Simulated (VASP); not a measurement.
# LiF (P6_3mc) in VASP: a series of runs

LiF is run at these levels: PBEsol; tasks: single point.

Everything below comes from runs of VASP 6.6.1. Logs are shortened: lines on timing, memory, paths and dates and some standing lists are left out, and cuts for length are marked.

## (1) The cell of the first run

Symmetry: P6_3mc, No. 186, hexagonal system. The conventional cell has a = 2.939 Å, b = 2.939 Å, c = 4.423 Å, α = 90.00°, β = 90.00°, γ = 120.00°. Within 2.3 Å of Li (site symmetry 3m) lie 4 F at 1.71 to 1.77 Å. Within 2.3 Å of F (site symmetry 3m) lie 4 Li at 1.71 to 1.77 Å.

## (2) Single point, PBEsol (strain -0.040 along x and y, -0.080 along z)

INCAR reads:

```
  PREC = Accurate
  ENCUT = 520
  EDIFF = 1E-6
  ISMEAR = 0
  SIGMA = 0.05
  LREAL = F
  LASPH = T
  NELM = 100
  ALGO = Normal
  ISIF = 2
  LWAVE = F
  LCHARG = F
  GGA = PS
  NBANDS = 18
```

KPOINTS reads:

```
regular mesh
0
Gamma
  9 9 6
```

POSCAR reads:

```
LiF
1.0
    2.9385022248      0.0000000000      0.0000000000
   -1.4692511124      2.5448175758      0.0000000000
    0.0000000000      0.0000000000      4.4227386044
Li F
2 2
Direct
    0.3333333333      0.6666666667      0.3811542600
    0.6666666667      0.3333333333      0.8811542600
    0.3333333333      0.6666666667      0.9938437400
    0.6666666667      0.3333333333      0.4938437400
```

Potentials or basis: VASP PAW PBE potentials, release 64 (Li_sv, F).

On the command line:

```console
$ cat potpaw_PBE.64/Li_sv/POTCAR potpaw_PBE.64/F/POTCAR > POTCAR
$ mpirun -np 1 vasp_std > vasp.out
```

OUTCAR:

```text
PREC = Accurate
   ENCUT = 520
   EDIFF = 1E-6
   ISMEAR = 0
   LREAL = F
   LASPH = T
   NELM = 100
   ISIF = 2
   GGA = PS

 ion  position               nearest neighbor table
   1  0.333  0.667  0.381-   3 1.71   4 1.77   4 1.77   4 1.77
   2  0.667  0.333  0.881-   4 1.71   3 1.77   3 1.77   3 1.77
   3  0.333  0.667  0.994-   1 1.71   2 1.77   2 1.77   2 1.77
   4  0.667  0.333  0.494-   2 1.71   1 1.77   1 1.77   1 1.77

  LATTYP: Found a hexagonal cell.
 ALAT       =     2.9385022248
 C/A-ratio  =     1.5050996277

  Lattice vectors:

 A1 = (   2.9385022248,   0.0000000000,   0.0000000000)
 A2 = (  -1.4692511124,   2.5448175758,   0.0000000000)
 A3 = (   0.0000000000,   0.0000000000,   4.4227386044)

Analysis of symmetry for initial positions (statically):
=====================================================================
 Subroutine PRICEL returns:
 Original cell was already a primitive cell.

 Routine SETGRP: Setting up the symmetry group for a
 hexagonal supercell.

 Subroutine GETGRP returns: Found 12 space group operations
 (whereof  6 operations were pure point group operations)
 out of a pool of 24 trial point group operations.

The static configuration has the point symmetry C_3v.
 The point group associated with its full space group is C_6v.

Analysis of symmetry for dynamics (positions and initial velocities):
=====================================================================
 Subroutine PRICEL returns:
 Original cell was already a primitive cell.

 Routine SETGRP: Setting up the symmetry group for a
 hexagonal supercell.

 Subroutine GETGRP returns: Found 12 space group operations
 (whereof  6 operations were pure point group operations)
 out of a pool of 24 trial point group operations.

The dynamic configuration has the point symmetry C_3v.
 The point group associated with its full space group is C_6v.

 Subroutine INISYM returns: Found 12 space group operations
 (whereof  6 operations are pure point group operations),
 and found     1 'primitive' translations

----------------------------------------------------------------------------------------

                                     Primitive cell

  volume of cell :      33.0730

  direct lattice vectors                    reciprocal lattice vectors
     2.938502225  0.000000000  0.000000000     0.340309424  0.196477738  0.000000000
    -1.469251112  2.544817576  0.000000000     0.000000000  0.392955475  0.000000000
     0.000000000  0.000000000  4.422738604     0.000000000  0.000000000  0.226104251

  length of vectors
     2.938502225  2.938502225  4.422738604     0.392955475  0.392955475  0.226104251

  position of ions in fractional coordinates (direct lattice)
     0.333333333  0.666666667  0.381154260
     0.666666667  0.333333333  0.881154260
     0.333333333  0.666666667  0.993843740
     0.666666667  0.333333333  0.493843740

  ion indices of the primitive-cell ions
   primitive index   ion index
                 1           1
                 2           2
                 3           3
                 4           4

----------------------------------------------------------------------------------------

 KPOINTS: regular mesh

Automatic generation of k-mesh.
 Grid dimensions read from file:
 generate k-points for:    9    9    6

 Generating k-lattice:

  Cartesian coordinates                     Fractional coordinates (reciprocal lattice)
     0.037812158  0.021830860  0.000000000     0.111111111 -0.000000000  0.000000000
     0.000000000  0.043661719  0.000000000     0.000000000  0.111111111  0.000000000
     0.000000000  0.000000000  0.037684042     0.000000000  0.000000000  0.166666667

  Length of vectors
     0.043661719  0.043661719  0.037684042

  Shift w.r.t. Gamma in fractional coordinates (k-lattice)
     0.000000000  0.000000000  0.000000000

 Subroutine IBZKPT returns following result:
 ===========================================

 Found     48 irreducible k-points:

 Following reciprocal coordinates:
            Coordinates               Weight
  0.000000  0.000000  0.000000      1.000000
  0.111111  0.000000  0.000000      6.000000
  0.222222 -0.000000  0.000000      6.000000
  0.333333  0.000000  0.000000      6.000000
  0.444444 -0.000000  0.000000      6.000000
  0.111111  0.111111  0.000000      6.000000
[... 16 lines left out ...]
  0.333333  0.222222  0.166667     24.000000
  0.333333  0.333333  0.166667      4.000000
 [... further k-points ...]
   k-points           NKPTS =     48   k-points in BZ     NKDIM =     48   number of bands    NBANDS=     18
   number of dos      NEDOS =    301   number of ions     NIONS =      4
   total plane-waves  NPLWV =  20736
   dimension x,y,z NGX =    24 NGY =   24 NGZ =   36
   dimension x,y,z NGXF=    48 NGYF=   48 NGZF=   72
   ions per type =               2   2
   NGX,Y,Z   is equivalent  to a cutoff of  13.58, 13.58, 13.53 a.u.
   NGXF,Y,Z  is equivalent  to a cutoff of  27.16, 27.16, 27.06 a.u.
 SYSTEM =  unknown system
   PREC   = accura    normal or accurate (medium, high low for compatibility)
   ISTART =      0    job   : 0-new  1-cont  2-samecut
   ICHARG =      2    charge: 1-file 2-atom 10-const
   ISPIN  =      1    spin polarized calculation?
   LNONCOLLINEAR =      F non collinear calculations
   LSORBIT =      F    spin-orbit coupling
   LASPH  =      T    aspherical Exc in radial PAW
   ENCUT  =  520.0 eV  38.22 Ry    6.18 a.u.   5.46  5.46  8.22*2*pi/ulx,y,z
   NELM   =    100;   NELMIN=  2; NELMDL= -5     # of ELM steps
   EDIFF  = 0.1E-05   stopping-criterion for ELM
   LREAL  =      F    real-space projection
   EDIFFG = 0.1E-04   stopping-criterion for IOM
   NSW    =      0    number of steps for IOM
   IBRION =     -1    ionic relax: 0-MD 1-quasi-New 2-CG
   NFREE  =      0    steps in history (QN), initial steepest desc. (CG)
   ISIF   =      2    stress and relaxation
   ISYM   =      2    0-nonsym 1-usesym 2-fastsym
   POTIM  = 0.5000    time-step for ionic-motion
   TEBEG  =    0.0;   TEEND  =   0.0 temperature during run
   PSTRESS=    0.0 pullay stress
   NELECT =      20.0000    total number of electrons
   NUPDOWN=      -1.0000    fix difference up-down
   EMIN   =  10.00;   EMAX   =-10.00  energy-range for DOS
   EFERMI =   0.00;   METHOD = LEGACY
   ISMEAR =     0;   SIGMA  =   0.05  broadening in eV -4-tet -1-fermi 0-gaus
   EFERMI_NEDOS =   21; number of points for ismear=-14 and -15
   IALGO  =     38    algorithm
   IMIX   =      4    mixing-type and parameters
     AMIX     =   0.40;   BMIX     =  1.00
     AMIX_MAG =   1.60;   BMIX_MAG =  1.00
  volume/ion in A,a.u.               =       8.27        55.80
  Fermi-wavevector in a.u.,A,eV,Ry     =   1.384396  2.616128 26.076258  1.916551
  Thomas-Fermi vector in A             =   2.508904
   LORBIT       =      0    0 simple, 1 ext, 2 COOP (PROOUT), +10 PAW based schemes
   GGA     = PS    functional components
   LHFCALC =     F    Hartree Fock is set to
   AEXX    =    0.0000 exact exchange contribution
   IVDW    =     0    specifies the selected vdW correction
   LEPSILON=     F    determine dielectric tensor
   LRPA    =     F    only Hartree local field effects (RPA)
 non-spin polarized calculation
 Gauss-broadening in eV      SIGMA  =   0.05
  energy-cutoff  :      520.00
  volume of cell :       33.07
 maximum number of plane-waves:       929
 NGX is ok and might be reduce to    24
   NGX = 11   NGY = 11   NGZ = 17

 number of electron      20.0000024 magnetization

 Free energy of the ion-electron system (eV)
  ---------------------------------------------------
  ext. energy  EPLUGINS =         0.00000000
  ---------------------------------------------------
  free energy    TOTEN  =       -19.28342580 eV

  energy without entropy =      -19.28342580  energy(sigma->0) =      -19.28342580

 E-fermi :  -1.2269     XC(G=0):  -9.9072

 val. band max:       -1.5356049485   @ k =   0.0000   0.0000   0.0000
 cond. band min:       7.0718692887   @ k =   0.0000   0.0000   0.0000
 fundamental gap:      8.6074742372
 Fermi energy:        -1.2268596906

 k-point     1 :       0.0000    0.0000    0.0000
  band No.  band energies     occupation
      1     -40.9669      2.00000
      2     -40.8546      2.00000
      3     -21.2400      2.00000
      4     -20.8930      2.00000
      5      -4.3949      2.00000
      6      -2.2815      2.00000
[... 10 lines left out ...]
     17      19.3536      0.00000
     18      21.2276      0.00000

 k-point     2 :       0.1111    0.0000    0.0000
  band No.  band energies     occupation
      1     -40.9580      2.00000
      2     -40.8520      2.00000
      3     -21.2206      2.00000
      4     -20.8918      2.00000
      5      -4.3263      2.00000
      6      -2.4279      2.00000
[... 10 lines left out ...]
     17      19.6950      0.00000
     18      20.9289      0.00000

 k-point     3 :       0.2222   -0.0000    0.0000
  band No.  band energies     occupation
      1     -40.9351      2.00000
      2     -40.8463      2.00000
      3     -21.1692      2.00000
      4     -20.8921      2.00000
      5      -4.1536      2.00000
      6      -2.8540      2.00000
[... 10 lines left out ...]
     17      19.6580      0.00000
     18      20.4377      0.00000

 k-point     4 :       0.3333    0.0000    0.0000
  band No.  band energies     occupation
      1     -40.9065      2.00000
      2     -40.8425      2.00000
      3     -21.0994      2.00000
      4     -20.9024      2.00000
      5      -4.0613      2.00000
      6      -3.2063      2.00000
[... 10 lines left out ...]
     17      19.3044      0.00000
     18      21.2311      0.00000

 k-point     5 :       0.4444   -0.0000    0.0000
  band No.  band energies     occupation
      1     -40.8840      2.00000
      2     -40.8436      2.00000
      3     -21.0369      2.00000
      4     -20.9244      2.00000
      5      -4.2069      2.00000
      6      -3.1396      2.00000
[... 10 lines left out ...]
     17      19.1614      0.00000
     18      21.9337      0.00000

 k-point     6 :       0.1111    0.1111    0.0000
  band No.  band energies     occupation
      1     -40.9421      2.00000
      2     -40.8478      2.00000
      3     -21.1853      2.00000
      4     -20.8912      2.00000
      5      -4.1993      2.00000
      6      -2.7586      2.00000
[... 10 lines left out ...]
     17      20.1949      0.00000
     18      20.5996      0.00000

 k-point     7 :       0.2222    0.1111    0.0000
  band No.  band energies     occupation
      1     -40.9162      2.00000
      2     -40.8433      2.00000
      3     -21.1242      2.00000
      4     -20.8966      2.00000
      5      -4.0087      2.00000
      6      -3.3211      2.00000
[... 10 lines left out ...]
     17      20.0048      0.00000
     18      20.9283      0.00000

 k-point     8 :       0.3333    0.1111    0.0000
  band No.  band energies     occupation
      1     -40.8900      2.00000
      2     -40.8428      2.00000
      3     -21.0560      2.00000
      4     -20.9142      2.00000
      5      -4.0908      2.00000
      6      -3.4423      2.00000
[... 10 lines left out ...]
     17      19.4838      0.00000
     18      21.6327      0.00000
[... 229 lines left out ...]
     17      19.9530      0.00000
     18      20.8904      0.00000

 k-point    20 :       0.3333    0.1111    0.1667
  band No.  band energies     occupation
      1     -40.8867      2.00000
      2     -40.8459      2.00000
      3     -21.0491      2.00000
      4     -20.9265      2.00000
      5      -4.0450      2.00000
      6      -3.4188      2.00000
[... 10 lines left out ...]
     17      19.5396      0.00000
     18      21.6222      0.00000

 k-point    21 :       0.4444    0.1111    0.1667
  band No.  band energies     occupation
      1     -40.8748      2.00000
      2     -40.8473      2.00000
      3     -21.0141      2.00000
      4     -20.9407      2.00000
      5      -4.1902      2.00000
      6      -3.2368      2.00000
[... 10 lines left out ...]
     17      19.2467      0.00000
     18      22.2337      0.00000

 k-point    22 :       0.2222    0.2222    0.1667
  band No.  band energies     occupation
      1     -40.8888      2.00000
      2     -40.8459      2.00000
      3     -21.0558      2.00000
      4     -20.9228      2.00000
      5      -3.8386      2.00000
      6      -3.7139      2.00000
[... 10 lines left out ...]
     17      20.1952      0.00000
     18      21.1860      0.00000

 k-point    23 :       0.3333    0.2222    0.1667
  band No.  band energies     occupation
      1     -40.8700      2.00000
      2     -40.8484      2.00000
      3     -21.0044      2.00000
      4     -20.9412      2.00000
      5      -4.1667      2.00000
      6      -3.4335      2.00000
[... 10 lines left out ...]
     17      19.5261      0.00000
     18      21.6416      0.00000

 k-point    24 :       0.3333    0.3333    0.1667
  band No.  band energies     occupation
      1     -40.8564      2.00000
      2     -40.8564      2.00000
      3     -20.9668      2.00000
      4     -20.9668      2.00000
      5      -4.2559      2.00000
      6      -3.1912      2.00000
[... 10 lines left out ...]
     17      18.5459      0.00000
     18      21.8201      0.00000

 [... further k-points ...]

------------------------ aborting loop because EDIFF is reached ----------------------------------------

  FORCE on cell =-STRESS in cart. coord.  units (eV):
  Direction    XX          YY          ZZ          XY          YZ          ZX
  --------------------------------------------------------------------------------------
  -------------------------------------------------------------------------------------
  Total        2.8516322      2.8516322      4.1043863      0.0000000     -0.0000000      0.0000000
  in kB      138.1434021    138.1434021    198.8313475      0.0000000     -0.0000000      0.0000000
  external PRESSURE =     158.3727172 kB  Pullay stress =       0.0000000 kB

 VOLUME and BASIS-vectors are now :
 -----------------------------------------------------------------------------
  energy-cutoff  :      520.00
  volume of cell :       33.07
      direct lattice vectors                 reciprocal lattice vectors
     2.938502225  0.000000000  0.000000000     0.340309424  0.196477738  0.000000000
    -1.469251112  2.544817576  0.000000000     0.000000000  0.392955475  0.000000000
     0.000000000  0.000000000  4.422738604     0.000000000  0.000000000  0.226104251

 POSITION                                       TOTAL-FORCE (eV/Angst)
 -----------------------------------------------------------------------------------
     -0.00000      1.69655      1.68575         0.000000     -0.000000      0.417060
      1.46925      0.84827      3.89711        -0.000000      0.000000      0.417060
     -0.00000      1.69655      4.39551        -0.000000      0.000000     -0.417060
      1.46925      0.84827      2.18414         0.000000      0.000000     -0.417060
 -----------------------------------------------------------------------------------
    total drift:                               -0.000000     -0.000000      0.001287

  FREE ENERGIE OF THE ION-ELECTRON SYSTEM (eV)
  ---------------------------------------------------
  free  energy   TOTEN  =       -19.2834258006 eV

  energy  without entropy=      -19.2834258006  energy(sigma->0) =      -19.28342580
```

Run time: 36 s. Hardware: 1 thread of Intel Xeon 8259CL, shared host; peak memory 0.16 GiB.

What came out:

| Item | Value |
| --- | --- |
| Free energy | -19.2834 eV |
| Largest force | 0.417 eV/Å |
| Band gap on the k mesh | 8.61 eV, direct |

Forces in eV/Å, atoms in the order of the input:
```
Li   0.000  0.000  0.417
Li   0.000  0.000  0.417
F    0.000  0.000 -0.417
F    0.000  0.000 -0.417
```

Caveat: the cell differs from its parent crystal (strain -0.040 along x and y, -0.080 along z); the cutoff is under 1.25 times the usual one of these potentials, so pressure, stress and relaxed cells hold a basis-set (Pulay) error; the PAW data sets were made with another functional, which shifts forces and pressure a little. A k mesh can miss the band edges.

## (3) Single point, PBEsol (strain -0.040 along x and y, -0.040 along z)

INCAR reads:

```
PREC     = Accurate       # precision mode
ENCUT    = 520            # plane-wave cutoff, eV
EDIFF    = 1E-6           # SCF threshold, eV
ISMEAR   = 0              # smearing method
SIGMA    = 0.05           # smearing width, eV
LREAL    = F              # projectors in reciprocal space
LASPH    = T              # aspherical terms in the spheres
NELM     = 60             # most SCF steps
ALGO     = Normal         # electronic algorithm
ISIF     = 2              # what is computed and relaxed
LWAVE    = F              # write WAVECAR
LCHARG   = F              # write CHGCAR
GGA      = PS             # functional
NBANDS   = 18             # bands
```

KPOINTS is that of step 2.

Edit POSCAR of step 2 so:

```diff
@@ -4,3 +4,3 @@
    -1.4692511124      2.5448175758      0.0000000000
-    0.0000000000      0.0000000000      4.4227386044
+    0.0000000000      0.0000000000      4.6150315872
 Li F
```

Potentials or basis: VASP PAW PBE potentials, release 64 (Li_sv, F).

On the command line:

```console
$ cat potpaw_PBE.64/Li_sv/POTCAR potpaw_PBE.64/F/POTCAR > POTCAR
$ mpirun -np 1 vasp_std > vasp.out
```

Run time: 36 s. Hardware: 1 thread of Intel Xeon 8259CL, shared host; peak memory 0.16 GiB.

The run converged. Its results:

```
Free energy            : -19.4213 eV
Largest force          : 0.017 eV/Å
Band gap on the k mesh : 8.42 eV, direct
```

Forces in eV/Å, atoms in the order of the input:
```
Li   0.000  0.000  0.017
Li   0.000  0.000  0.017
F    0.000  0.000 -0.017
F    0.000  0.000 -0.017
```

Levels at points of the mesh, in eV from the valence-band top:
| k point | band 7 | band 8 | band 9 | band 10 | band 11 | band 12 | band 13 | band 14 |
| --- | --- | --- | --- | --- | --- | --- | --- | --- |
| (0.00, 0.00, 0.00) | -0.57 | -0.18 | -0.18 | 0.00 | 8.42 | 12.85 | 16.56 | 19.51 |
| (0.00, 0.00, 0.50) | -0.37 | -0.37 | -0.37 | -0.37 | 10.20 | 10.20 | 18.72 | 18.72 |

Caveat: the cell differs from its parent crystal (strain -0.040 along x and y, -0.040 along z); the cutoff is under 1.25 times the usual one of these potentials, so pressure, stress and relaxed cells hold a basis-set (Pulay) error; the PAW data sets were made with another functional, which shifts forces and pressure a little. A k mesh can miss the band edges.

## (4) Single point, PBEsol (strain -0.080 along x and y, +0.080 along z)

INCAR reads:

```
  ALGO = Normal
  EDIFF = 1E-6
  ENCUT = 520
  GGA = PS
  ISIF = 2
  ISMEAR = 0
  LASPH = T
  LCHARG = T
  LELF = T
  LREAL = F
  LVHAR = T
  LWAVE = F
  NBANDS = 18
  NELM = 80
  PREC = Accurate
  SIGMA = 0.05
```

KPOINTS reads:

```
k-points
0
Gamma
  9 9 6
```

POSCAR reads:

```
LiF
1.0
    2.8160646321      0.0000000000      0.0000000000
   -1.4080323160      2.4387835101      0.0000000000
    0.0000000000      0.0000000000      5.1919105356
Li F
2 2
Direct
    0.3333333333      0.6666666667      0.3811542600
    0.6666666667      0.3333333333      0.8811542600
    0.3333333333      0.6666666667      0.9938437400
    0.6666666667      0.3333333333      0.4938437400
```

On the command line:

```console
$ cat potpaw_PBE.64/Li_sv/POTCAR potpaw_PBE.64/F/POTCAR > POTCAR
$ mpirun -np 1 vasp_std > vasp.out
```

Wall time 43 s (1 thread of Intel Xeon 8259CL, shared host); peak memory 0.16 GiB.

The run converged. Its results:

| Property | Result |
| --- | --- |
| Free energy | -19.2277 eV |
| Largest force | 0.681 eV/Å |
| Band gap on the k mesh | 8.10 eV, direct |

Forces in eV/Å, atoms in the order of the input:
```
Li   0.000  0.000 -0.681
Li   0.000  0.000 -0.681
F    0.000  0.000  0.681
F    0.000  0.000  0.681
```

Levels at points of the mesh, in eV from the valence-band top:
```tsv
k point	band 7	band 8	band 9	band 10	band 11	band 12	band 13	band 14
(0.00, 0.00, 0.00)	-0.18	-0.18	0.00	0.00	8.10	11.77	15.66	18.63
(0.00, 0.00, 0.50)	-0.09	-0.09	-0.09	-0.09	9.73	9.73	17.25	17.25
```

Caveat: the cell differs from its parent crystal (strain -0.080 along x and y, +0.080 along z); the cutoff is under 1.25 times the usual one of these potentials, so pressure, stress and relaxed cells hold a basis-set (Pulay) error; the PAW data sets were made with another functional, which shifts forces and pressure a little.

(Part 1 of 2 ends here.)
